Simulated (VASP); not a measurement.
Wanted: the native input for a VASP 6.6.1 run.

* Task: single point
* Functional: PBEsol
* Potentials or basis: VASP PAW PBE potentials, release 64 (Pd)
* Cutoff: 520 eV
* k mesh: 16 × 16 × 16
* Occupations: fermi-dirac, width 0.05 eV
* Spin: collinear spin, ferromagnetic start
* Starting moments: [0.459, 0.459] μB
* Dipole correction: no
* Further INCAR settings: ALGO = Normal; EDIFF = 1e-06; NBANDS = 21

The structure of Pd lies in POSCAR:

```
Pd
1.0
    0.0000000000      2.8435874685      2.8435874685
    2.8435874685      0.0000000000      2.8435874685
    2.8435874685      2.8435874685      0.0000000000
Pd
2
Direct
    0.1250000000      0.1250000000      0.1250000000
    0.8750000000      0.8750000000      0.8750000000
```

One way to write it, as run:

INCAR

```
SYSTEM = Pd
ALGO = Normal
EDIFF = 1E-6
ENCUT = 520
GGA = PS
ISIF = 2
ISMEAR = -1
ISPIN = 2
LASPH = .True.
LCHARG = .False.
LMAXMIX = 4
LORBIT = 11
LREAL = .False.
LWAVE = .False.
MAGMOM = 0.459 0.459
NBANDS = 21
NELM = 150
PREC = Accurate
SIGMA = 0.05
```

KPOINTS

```
k-points
0
Gamma
  16 16 16
  0 0 0
```

Potentials or basis: VASP PAW PBE potentials, release 64 (Pd).

Launch:

```bash
$ cat potpaw_PBE.64/Pd/POTCAR > POTCAR
$ mpirun -np 1 vasp_std > vasp.out
```

Results of the run:

- Pressure: -0.4 GPa
- Net moment: 0.97 μB per cell
- Site moments: Pd +0.47 μB
- Valence electrons inside the program's atomic spheres: Pd 9.36

Caveat: the PAW data sets were made with another functional, which shifts forces and pressure a little.

Wall time 2.2 min on 1 thread of Intel(R) Xeon(R) Platinum 8488C (Sapphire Rapids), on a shared host, peak memory 0.32 GiB.
